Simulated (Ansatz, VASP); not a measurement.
## WC in VASP and in Ansatz

```
W C
1.0
     2.89329    0.00000    0.00000
    -1.44665    2.50566    0.00000
     0.00000    0.00000    2.81714
W C
1 1
Direct
  0.00000 0.00000 0.00000
  0.66667 0.33333 0.50000
```

Alike in both runs: functional r2SCAN; k mesh 13 × 13 × 12; occupations fermi-dirac, width 0.1 eV; no spin polarisation.

Ansatz relaxed the structure, and its values are those at the end. VASP's run is a single point on that final structure, the one shown.

|  | VASP | Ansatz |
| --- | --- | --- |
| version | VASP 6.6.1 | Ansatz 0.2.0 |
| potentials or method | VASP PAW PBE potentials, release 64 (W_sv, C_h), cutoff 1430 eV | PAW plane waves |
| valence electrons in the cell | 18 | 18 |

|  | VASP | Ansatz | Ansatz less VASP |
| --- | --- | --- | --- |
| pressure (GPa) | 10.3 | 8.5 | -1.82 |

VASP's potentials were made for PBE, not for r2SCAN. Ansatz's warnings: stress scf threshold loose.

Spin-orbit coupling is off throughout.
